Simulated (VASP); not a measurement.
# Li4Nb4O11 (a cell with a defect) in VASP: a series of runs

Runs on Li4Nb4O11 (a cell with a defect). Level: PBEsol. Tasks: single point.

Everything below comes from runs of VASP 6.6.1. Logs are shortened: lines on timing, memory, paths and dates and some standing lists are left out, and cuts for length are marked.

## Step 1: The cell of the first run

The cell holds a defect, 19 atoms: a = 5.195 Å, b = 5.598 Å, c = 7.637 Å, α = 95.84°, β = 90.00°, γ = 90.00°.

## Step 2: Single point, PBEsol

Contents of INCAR:

```
SYSTEM = Li4Nb4O11
  ALGO = Normal
  EDIFF = 1E-6
  ENCUT = 520
  GGA = PS
  ISIF = 2
  ISMEAR = 0
  LASPH = .TRUE.
  LCHARG = .FALSE.
  LREAL = Auto
  LWAVE = .FALSE.
  NBANDS = 80
  NELECT = 128.0
  NELM = 100
  PREC = Accurate
  SIGMA = 0.05
```

Contents of KPOINTS:

```
k-points
0
G
  4 4 4
  0 0 0
```

Contents of POSCAR:

```
Li4Nb4O11
1.0
    5.1950821957      0.0000000000      0.0000000000
    0.0000000000      2.9993821042     -4.7271664166
    0.0000000000      5.9987642083      4.7271664167
Li Nb O
4 4 11
Direct
    0.0000000000      0.2865432153      0.3567283924
    0.5000000000      0.7865432153      0.8567283924
    0.0000000000      0.7134567847      0.6432716076
    0.5000000000      0.2134567847      0.1432716076
    0.0000000000      0.7111568631      0.1444215685
    0.5000000000      0.2111568631      0.6444215685
    0.0000000000      0.2888431369      0.8555784315
    0.5000000000      0.7888431369      0.3555784315
    0.8020967884      0.0253128181      0.7589912829
    0.3020967884      0.5253128181      0.2589912829
    0.3273039138      0.1547135204      0.8883919851
    0.3705992977      0.8526167320      0.5862951967
    0.8705992977      0.3526167320      0.0862951967
    0.1979032116      0.9746871819      0.2410087171
    0.6979032116      0.4746871819      0.7410087171
    0.1726960862      0.3452864796      0.6116080149
    0.6142256231      0.7553349874      0.0879440130
    0.6294007023      0.1473832680      0.4137048033
    0.1294007023      0.6473832680      0.9137048033
```

Potentials or basis: VASP PAW PBE potentials, release 64 (Li_sv, Nb_sv, O).

Started as:

```
$ cat potpaw_PBE.64/Li_sv/POTCAR potpaw_PBE.64/Nb_sv/POTCAR potpaw_PBE.64/O/POTCAR > POTCAR
$ mpirun -np 1 vasp_std > vasp.out
```

OUTCAR:

```text
SYSTEM = Li4Nb4O11
   EDIFF = 1E-6
   ENCUT = 520
   GGA = PS
   ISIF = 2
   ISMEAR = 0
   LASPH = .TRUE.
   LREAL = Auto
   NELECT = 128.0
   NELM = 100
   PREC = Accurate

 ion  position               nearest neighbor table
   1  0.000  0.287  0.357-  18 2.14  16 2.14  14 2.14  10 2.24  13 2.24
   2  0.500  0.787  0.857-  17 1.89  19 2.14  15 2.14   9 2.24  11 2.24  12 2.24
   3  0.000  0.713  0.643-  12 2.14   9 2.14  15 2.24  16 2.24  19 2.24
   4  0.500  0.213  0.143-  13 2.14  11 2.14  10 2.14  14 2.24  18 2.24
   5  0.000  0.711  0.144-  14 1.89  19 1.89  17 2.07  10 2.12  13 2.12
   6  0.500  0.211  0.644-  16 1.89  15 1.89  18 1.89  11 2.12   9 2.12  12 2.12
   7  0.000  0.289  0.856-  11 1.89   9 1.89  13 1.89  16 2.12  15 2.12  19 2.12
   8  0.500  0.789  0.356-  10 1.89  12 1.89  17 2.12  14 2.12  18 2.12
   9  0.802  0.025  0.759-   7 1.89   6 2.12   3 2.14   2 2.24
  10  0.302  0.525  0.259-   8 1.89   5 2.12   4 2.14   1 2.24
  11  0.327  0.155  0.888-   7 1.89   6 2.12   4 2.14   2 2.24
  12  0.371  0.853  0.586-   8 1.89   6 2.12   3 2.14   2 2.24
  13  0.871  0.353  0.086-   7 1.89   5 2.12   4 2.14   1 2.24
  14  0.198  0.975  0.241-   5 1.89   8 2.12   1 2.14   4 2.24
  15  0.698  0.475  0.741-   6 1.89   7 2.12   2 2.14   3 2.24
  16  0.173  0.345  0.612-   6 1.89   7 2.12   1 2.14   3 2.24
  17  0.614  0.755  0.088-   2 1.89   5 2.07   8 2.12
  18  0.629  0.147  0.414-   6 1.89   8 2.12   1 2.14   4 2.24
  19  0.129  0.647  0.914-   5 1.89   7 2.12   2 2.14   3 2.24

  LATTYP: Found a simple monoclinic cell.
 ALAT       =     5.5984279344
 B/A-ratio  =     0.9279537500
 C/A-ratio  =     1.3642207161
 COS(beta)  =    -0.1018177164

  Lattice vectors:

 A1 = (   0.0000000000,   2.9993821042,  -4.7271664166)
 A2 = (  -5.1950821957,   0.0000000000,   0.0000000000)
 A3 = (   0.0000000000,   5.9987642083,   4.7271664167)

Analysis of symmetry for initial positions (statically):
=====================================================================
 Subroutine PRICEL returns:
 Original cell was already a primitive cell.

 Routine SETGRP: Setting up the symmetry group for a
 simple monoclinic supercell.

 Subroutine GETGRP returns: Found  1 space group operations
 (whereof  1 operations were pure point group operations)
 out of a pool of  4 trial point group operations.

The static configuration has the point symmetry C_1 .

Analysis of symmetry for dynamics (positions and initial velocities):
=====================================================================
 Subroutine PRICEL returns:
 Original cell was already a primitive cell.

 Routine SETGRP: Setting up the symmetry group for a
 simple monoclinic supercell.

 Subroutine GETGRP returns: Found  1 space group operations
 (whereof  1 operations were pure point group operations)
 out of a pool of  4 trial point group operations.

The dynamic configuration has the point symmetry C_1 .

 Subroutine INISYM returns: Found  1 space group operations
 (whereof  1 operations are pure point group operations),
 and found     1 'primitive' translations

----------------------------------------------------------------------------------------

                                     Primitive cell

  volume of cell :     220.9766

  direct lattice vectors                    reciprocal lattice vectors
     5.195082196  0.000000000  0.000000000     0.192489736  0.000000000  0.000000000
     0.000000000  2.999382104 -4.727166417     0.000000000  0.111134001 -0.141028813
     0.000000000  5.998764208  4.727166417     0.000000000  0.111134001  0.070514406

  length of vectors
     5.195082196  5.598427934  7.637491365     0.192489736  0.179554705  0.131617049

  position of ions in fractional coordinates (direct lattice)
     0.000000000  0.286543215  0.356728392
     0.500000000  0.786543215  0.856728392
     0.000000000  0.713456785  0.643271608
     0.500000000  0.213456785  0.143271608
     0.000000000  0.711156863  0.144421569
     0.500000000  0.211156863  0.644421569
[... 11 lines left out ...]
     0.629400702  0.147383268  0.413704803
     0.129400702  0.647383268  0.913704803

  ion indices of the primitive-cell ions
   primitive index   ion index
                 1           1
                 2           2
                 3           3
                 4           4
                 5           5
                 6           6
[... 11 lines left out ...]
                18          18
                19          19

----------------------------------------------------------------------------------------

 KPOINTS: k-points

Automatic generation of k-mesh.
 Grid dimensions read from file:
 generate k-points for:    4    4    4

 Generating k-lattice:

  Cartesian coordinates                     Fractional coordinates (reciprocal lattice)
     0.048122434  0.000000000  0.000000000     0.250000000  0.000000000  0.000000000
     0.000000000  0.027783500 -0.035257203     0.000000000  0.250000000  0.000000000
     0.000000000  0.027783500  0.017628602     0.000000000  0.000000000  0.250000000

  Length of vectors
     0.048122434  0.044888676  0.032904262

  Shift w.r.t. Gamma in fractional coordinates (k-lattice)
     0.000000000  0.000000000  0.000000000

 Subroutine IBZKPT returns following result:
 ===========================================

 Found     36 irreducible k-points:

 Following reciprocal coordinates:
            Coordinates               Weight
  0.000000  0.000000  0.000000      1.000000
  0.250000  0.000000  0.000000      2.000000
  0.500000  0.000000  0.000000      1.000000
  0.000000  0.250000  0.000000      2.000000
  0.250000  0.250000  0.000000      2.000000
  0.250000 -0.250000 -0.000000      2.000000
[... 16 lines left out ...]
  0.000000 -0.250000  0.250000      2.000000
  0.250000 -0.250000  0.250000      2.000000
 [... further k-points ...]
   k-points           NKPTS =     36   k-points in BZ     NKDIM =     36   number of bands    NBANDS=     80
   number of dos      NEDOS =    301   number of ions     NIONS =     19
   total plane-waves  NPLWV = 100800
   dimension x,y,z NGX =    40 NGY =   42 NGZ =   60
   dimension x,y,z NGXF=    80 NGYF=   84 NGZF=  120
   ions per type =               4   4  11
   NGX,Y,Z   is equivalent  to a cutoff of  12.80, 12.47, 13.06 a.u.
   NGXF,Y,Z  is equivalent  to a cutoff of  25.60, 24.94, 26.12 a.u.
 SYSTEM =  Li4Nb4O11
   PREC   = accura    normal or accurate (medium, high low for compatibility)
   ISTART =      0    job   : 0-new  1-cont  2-samecut
   ICHARG =      2    charge: 1-file 2-atom 10-const
   ISPIN  =      1    spin polarized calculation?
   LNONCOLLINEAR =      F non collinear calculations
   LSORBIT =      F    spin-orbit coupling
   LASPH  =      T    aspherical Exc in radial PAW
   ENCUT  =  520.0 eV  38.22 Ry    6.18 a.u.   9.66 10.41 14.20*2*pi/ulx,y,z
   NELM   =    100;   NELMIN=  2; NELMDL= -5     # of ELM steps
   EDIFF  = 0.1E-05   stopping-criterion for ELM
   LREAL  =      T    real-space projection
   EDIFFG = 0.1E-04   stopping-criterion for IOM
   NSW    =      0    number of steps for IOM
[... 5 lines left out ...]
   TEBEG  =    0.0;   TEEND  =   0.0 temperature during run
   PSTRESS=    0.0 pullay stress
   NELECT =     128.0000    total number of electrons
   NUPDOWN=      -1.0000    fix difference up-down
   EMIN   =  10.00;   EMAX   =-10.00  energy-range for DOS
   EFERMI =   0.00;   METHOD = LEGACY
   ISMEAR =     0;   SIGMA  =   0.05  broadening in eV -4-tet -1-fermi 0-gaus
   EFERMI_NEDOS =   21; number of points for ismear=-14 and -15
   IALGO  =     38    algorithm
   IMIX   =      4    mixing-type and parameters
     AMIX     =   0.40;   BMIX     =  1.00
     AMIX_MAG =   1.60;   BMIX_MAG =  1.00
  volume/ion in A,a.u.               =      11.63        78.49
  Fermi-wavevector in a.u.,A,eV,Ry     =   1.364675  2.578863 25.338660  1.862339
  Thomas-Fermi vector in A             =   2.490970
   LORBIT       =      0    0 simple, 1 ext, 2 COOP (PROOUT), +10 PAW based schemes
   GGA     = PS    functional components
   LHFCALC =     F    Hartree Fock is set to
   AEXX    =    0.0000 exact exchange contribution
   IVDW    =     0    specifies the selected vdW correction
   LEPSILON=     F    determine dielectric tensor
   LRPA    =     F    only Hartree local field effects (RPA)
 non-spin polarized calculation
 Gauss-broadening in eV      SIGMA  =   0.05
  energy-cutoff  :      520.00
  volume of cell :      220.98
 maximum number of plane-waves:      5983
 NGX is ok and might be reduce to    40
   NGX = 19   NGY = 21   NGZ = 29

 number of electron     127.9999979 magnetization

 Free energy of the ion-electron system (eV)
  ---------------------------------------------------
  ext. energy  EPLUGINS =         0.00000000
  ---------------------------------------------------
  free energy    TOTEN  =      -164.04949953 eV

  energy without entropy =     -164.04949953  energy(sigma->0) =     -164.04949953

 E-fermi :   3.4219     XC(G=0): -10.3883

 val. band max:        3.0839658197   @ k =   0.0000   0.0000   0.0000
 cond. band min:       4.3255053338   @ k =   0.0000   0.5000   0.5000
 fundamental gap:      1.2415395141
 Fermi energy:         3.4219276040

 k-point     1 :       0.0000    0.0000    0.0000
  band No.  band energies     occupation
      1     -52.0936      2.00000
      2     -51.7161      2.00000
      3     -50.7660      2.00000
      4     -50.6070      2.00000
      5     -39.2028      2.00000
      6     -39.1643      2.00000
[... 68 lines left out ...]
     75       8.1223      0.00000
     76       8.2283      0.00000

 k-point     2 :       0.2500    0.0000    0.0000
  band No.  band energies     occupation
      1     -52.0926      2.00000
      2     -51.7171      2.00000
      3     -50.7633      2.00000
      4     -50.6098      2.00000
      5     -39.2028      2.00000
      6     -39.1643      2.00000
[... 1730 lines left out ...]
 k-point    24 :       0.2500   -0.2500    0.2500
  band No.  band energies     occupation
      1     -52.0926      2.00000
      2     -51.7171      2.00000
      3     -50.7633      2.00000
      4     -50.6098      2.00000
      5     -39.2027      2.00000
      6     -39.1642      2.00000
[... 68 lines left out ...]
     75       8.1538      0.00000
     76       8.3091      0.00000

 [... further k-points ...]

 [bands above 76 left out]

------------------------ aborting loop because EDIFF is reached ----------------------------------------

  FORCE on cell =-STRESS in cart. coord.  units (eV):
  Direction    XX          YY          ZZ          XY          YZ          ZX
  --------------------------------------------------------------------------------------
  -------------------------------------------------------------------------------------
  Total      -23.8816799    -26.0734363    -21.7743717     -2.0948467     -1.0882411     -3.1796083
  in kB     -173.1526291   -189.0438220   -157.8737223    -15.1885549     -7.8902244    -23.0535512
  external PRESSURE =    -173.3567245 kB  Pullay stress =       0.0000000 kB

 VOLUME and BASIS-vectors are now :
 -----------------------------------------------------------------------------
  energy-cutoff  :      520.00
  volume of cell :      220.98
      direct lattice vectors                 reciprocal lattice vectors
     5.195082196  0.000000000  0.000000000     0.192489736  0.000000000  0.000000000
     0.000000000  2.999382104 -4.727166417     0.000000000  0.111134001 -0.141028813
     0.000000000  5.998764208  4.727166417     0.000000000  0.111134001  0.070514406

 POSITION                                       TOTAL-FORCE (eV/Angst)
 -----------------------------------------------------------------------------------
      0.00000      2.99938      0.33178         0.367317     -0.368322      0.635868
      2.59754      7.49846      0.33178        -0.019044     -0.265266     -0.128248
      0.00000      5.99876     -0.33178         0.346211      0.915296      0.538790
      2.59754      1.49969     -0.33178        -0.066213     -0.255285     -0.367858
      0.00000      2.99938     -2.67905         0.197444     -5.738387     -1.774661
      2.59754      4.49907      2.04811        -0.204592      2.241660      0.579690
[... 11 lines left out ...]
      3.26979      2.92378      1.25895         0.649164     -2.229673      0.121169
      0.67225      7.42285      1.25895        -0.731357      2.308995      0.323822
 -----------------------------------------------------------------------------------
    total drift:                                0.001684     -0.002584     -0.001638

  FREE ENERGIE OF THE ION-ELECTRON SYSTEM (eV)
  ---------------------------------------------------
  free  energy   TOTEN  =      -164.0494995309 eV

  energy  without entropy=     -164.0494995309  energy(sigma->0) =     -164.04949953
```

Run time: 34 min. Hardware: 1 thread of Intel Xeon 8259CL, shared host; peak memory 0.55 GiB.

Results:

* Free energy: -164.0495 eV
* Largest force: 6.010 eV/Å

Forces in eV/Å, atoms in the order of the input:
```
Li   0.367 -0.368  0.636
Li  -0.019 -0.265 -0.128
Li   0.346  0.915  0.539
Li  -0.066 -0.255 -0.368
Nb   0.197 -5.738 -1.775
Nb  -0.205  2.242  0.580
Nb  -0.025 -1.063  0.352
Nb  -3.780  0.264 -2.130
O   -0.042 -0.241  0.012
O   -1.448  1.172  0.035
O   -0.006 -0.159 -0.217
O    0.433 -1.655 -0.115
O    0.337  1.658  0.594
O    0.496  0.599  1.295
O    0.090 -0.534 -0.476
O   -0.180  0.020 -0.320
O    3.587  3.330  1.042
O    0.649 -2.230  0.121
O   -0.731  2.309  0.324
```

Levels at points of the mesh, in eV from the Fermi level:
```
           k point  band 61  band 62  band 63  band 64  band 65  band 66  band 67  band 68
(0.00, 0.00, 0.00)    -0.86    -0.65    -0.53    -0.34     0.94     1.99     2.68     2.77
(0.50, 0.00, 0.00)    -0.87    -0.52    -0.47    -0.36     0.98     2.06     2.47     2.85
(0.00, 0.50, 0.00)    -0.90    -0.65    -0.57    -0.45     0.98     2.13     2.74     2.89
(0.50, 0.50, 0.00)    -0.78    -0.57    -0.52    -0.41     1.05     2.08     2.51     2.94
(0.00, 0.00, 0.50)    -0.87    -0.62    -0.50    -0.35     0.98     1.98     2.63     2.76
(0.50, 0.00, 0.50)    -0.85    -0.44    -0.42    -0.37     0.93     2.02     2.47     2.83
(0.00, 0.50, 0.50)    -0.79    -0.60    -0.48    -0.43     0.90     2.12     2.75     2.82
(0.50, 0.50, 0.50)    -0.81    -0.77    -0.53    -0.48     1.05     2.07     2.52     2.90
```

Caveat: the cell carries a net charge on a neutralising background, which shifts energy and pressure; the cell differs from its parent crystal (atoms taken out, atom 17 moved 0.000 of the way to it and -0.600 Å across, host rigid); the cell is charged against a uniform background, so pressure and absolute levels hang on convention; the cutoff is under 1.25 times the usual one of these potentials, so pressure, stress and relaxed cells hold a basis-set (Pulay) error; the PAW data sets were made with another functional, which shifts forces and pressure a little.

## Step 3: Single point, PBEsol

Contents of INCAR:

```
SYSTEM = Li4Nb4O11
  PREC = Accurate
  ENCUT = 520
  EDIFF = 1E-6
  ISMEAR = 0
  SIGMA = 0.05
  LREAL = Auto
  LASPH = .True.
  NELM = 80
  ALGO = Normal
  ISIF = 2
  LWAVE = .False.
  LCHARG = .True.
  GGA = PS
  LELF = .True.
  LVHAR = .True.
  NELECT = 128.0
  NBANDS = 80
```

Contents of KPOINTS:

```
Automatic mesh
0
Gamma
  4 4 4
  0 0 0
```

Changes to POSCAR since step 2:

```diff
@@ -24,3 +24,3 @@
     0.1726960862      0.3452864796      0.6116080149
-    0.6142256231      0.7553349874      0.0879440130
+    0.7053934243      0.9670064841      0.0891321288
     0.6294007023      0.1473832680      0.4137048033
```

Potentials or basis: VASP PAW PBE potentials, release 64 (Li_sv, Nb_sv, O).

Started as:

```
$ cat potpaw_PBE.64/Li_sv/POTCAR potpaw_PBE.64/Nb_sv/POTCAR potpaw_PBE.64/O/POTCAR > POTCAR
$ mpirun -np 1 vasp_std > vasp.out
```

Run time: 37 min. Hardware: 1 thread of Intel Xeon 8259CL, shared host; peak memory 0.54 GiB.

It converged, with:

* Free energy: -162.3487 eV
* Largest force: 7.131 eV/Å

Forces in eV/Å, atoms in the order of the input:
```
Li   0.236 -0.550  0.728
Li   0.213  0.240 -0.084
Li   0.284  0.936  0.545
Li  -0.468  0.173 -0.563
Nb  -0.580 -4.255 -4.230
Nb   0.153  2.078  0.385
Nb   0.175 -1.283  0.624
Nb  -3.870  2.038 -2.945
O   -0.037 -0.515 -0.359
O   -0.004  1.022 -0.503
O   -0.348 -0.285 -0.467
O    0.763 -2.388 -0.255
O    0.121  3.162 -1.118
O    1.736  0.667  1.735
O    0.052 -0.279 -0.544
O   -0.321  0.046 -0.382
O    2.134 -1.643  6.603
O    0.212 -1.140  0.560
O   -0.449  1.976  0.269
```

Levels at points of the mesh, in eV from the Fermi level:
| k point | band 62 | band 63 | band 64 | band 65 | band 66 | band 67 |
| --- | --- | --- | --- | --- | --- | --- |
| (0.00, 0.00, 0.00) | -0.81 | -0.69 | -0.33 | 0.30 | 1.68 | 1.73 |
| (0.50, 0.00, 0.00) | -0.92 | -0.73 | -0.33 | 0.34 | 1.69 | 1.85 |
| (0.00, 0.50, 0.00) | -0.88 | -0.67 | -0.29 | 0.35 | 1.75 | 1.77 |
| (0.50, 0.50, 0.00) | -0.97 | -0.72 | -0.26 | 0.32 | 1.81 | 1.85 |
| (0.00, 0.00, 0.50) | -0.81 | -0.68 | -0.40 | 0.34 | 1.63 | 1.79 |
| (0.50, 0.00, 0.50) | -0.87 | -0.85 | -0.34 | 0.31 | 1.71 | 1.85 |
| (0.00, 0.50, 0.50) | -0.91 | -0.74 | -0.34 | 0.26 | 1.72 | 1.78 |
| (0.50, 0.50, 0.50) | -0.96 | -0.75 | -0.33 | 0.32 | 1.78 | 1.85 |

Caveat: the cell carries a net charge on a neutralising background, which shifts energy and pressure; the cell differs from its parent crystal (atoms taken out, atom 17 moved -0.167 of the way to it and +0.600 Å across, host rigid); the cell is charged against a uniform background, so pressure and absolute levels hang on convention; the cutoff is under 1.25 times the usual one of these potentials, so pressure, stress and relaxed cells hold a basis-set (Pulay) error; the PAW data sets were made with another functional, which shifts forces and pressure a little.
